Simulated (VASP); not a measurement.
Al2Au, 3 atoms in the cell. The typed cell holds 3 atoms: a = 4.243 Å, b = 4.243 Å, c = 4.243 Å, α = 60.00°, β = 60.00°, γ = 60.00°.  This cell differs from its parent crystal: atoms moved at random.

| Property | Result |
| --- | --- |
| Program | VASP 6.6.1 |
| Task | single point |
| Functional | PBEsol |
| Potentials or basis | VASP PAW PBE potentials, release 64 (Au, Al) |
| Cutoff | 520 eV |
| k mesh | 8 × 8 × 8 |
| Occupations | fermi-dirac, width 0.05 eV |
| Spin | no spin polarisation |
| Dipole correction | no |
| Further INCAR settings | ALGO = Fast; EDIFF = 1e-06; NBANDS = 16 |

Potentials or basis: VASP PAW PBE potentials, release 64 (Au, Al).

Run with:

```sh
$ cat potpaw_PBE.64/Au/POTCAR potpaw_PBE.64/Al/POTCAR > POTCAR
$ mpirun -np 1 vasp_std > vasp.out
```

Hardware: 1 thread of AMD EPYC 9R45 96-Core Processor (Zen 5), on a shared host.

Problem. Estimate the wall time of this run.

Solution. It took 100 s on 1 thread of AMD EPYC 9R45 96-Core Processor (Zen 5), on a shared host, peak memory 0.32 GiB. Counts: scf iterations 14, k points 260.
